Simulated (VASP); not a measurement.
Write the native input for VASP 6.6.1 that does the following.

- Task: single point
- Functional: PBE
- Potentials or basis: VASP PAW PBE potentials, release 64 (Pb_d, Se)
- Cutoff: 500 eV
- k mesh: 6 × 6 × 6
- Occupations: gaussian, width 0.01 eV
- Spin: no spin polarisation
- Dipole correction: no
- Further INCAR settings: ALGO = Normal; EDIFF = 1e-06; NBANDS = 17

The structure of PbSe (gwk) lies in POSCAR:

```
PbSe
1.0
    0.0000000000      3.1089437872      3.1089437872
    3.1089437872      0.0000000000      3.1089437872
    3.1089437872      3.1089437872      0.0000000000
Pb Se
1 1
Direct
    0.0000000000      0.0000000000      0.0000000000
    0.5000000000      0.5000000000      0.5000000000
```

These files were run (other wordings do the same):

INCAR

```
  ALGO = Normal
  EDIFF = 1E-6
  ENCUT = 500
  GGA = PE
  GGA_COMPAT = F
  ISIF = 2
  ISMEAR = 0
  LASPH = T
  LCHARG = F
  LREAL = F
  LWAVE = F
  NBANDS = 17
  NELM = 120
  PREC = Accurate
  SIGMA = 0.01
```

KPOINTS

```
k-points
0
Gamma
  6 6 6
```

Potentials or basis: VASP PAW PBE potentials, release 64 (Pb_d, Se).

Run with:

```console
$ cat potpaw_PBE.64/Pb_d/POTCAR potpaw_PBE.64/Se/POTCAR > POTCAR
$ mpirun -np 1 vasp_std > vasp.out
```

Results of the run:

- Pressure: -0.1 GPa
- Band gap on the k mesh: 0.44 eV, direct

Caveat: spin-orbit coupling is left out, which moves the levels of the heavy elements.

It took 9.7 s on 1 thread of AMD EPYC 7R13 Processor (Zen 3), on a shared host, peak memory 0.15 GiB.
